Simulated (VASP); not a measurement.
HgTe (Coloradoite):

```
Hg Te
1.0
     0.00000    3.17106    3.17106
     3.17106    0.00000    3.17106
     3.17106    3.17106    0.00000
Hg Te
1 1
Direct
  0.00000 0.00000 0.00000
  0.75000 0.75000 0.75000
```

Base run:

```yaml
Program: VASP 6.6.1
Functional: PBEsol
Dispersion: D3(BJ)
Potentials_or_basis: VASP PAW PBE potentials, release 64 (Hg, Te)
Cutoff: 520 eV
k_mesh: 7 × 7 × 7
Occupations: fermi-dirac, width 0.05 eV
Spin: no spin polarisation
```

Its results: band gap on the k mesh zero (filled and empty bands touch); pressure 2.3 GPa.

Q: The run is repeated on the same cell with these changes: functional from PBEsol to r2SCAN. What comes out?

A: Band gap on the k mesh zero (filled and empty bands touch); pressure 4.9 GPa.

Caveats: the PAW data sets were made with another functional, which shifts forces and pressure a little; spin-orbit coupling is left out, which moves the levels of the heavy elements; pairwise dispersion overbinds metals, which lowers pressure and volume.
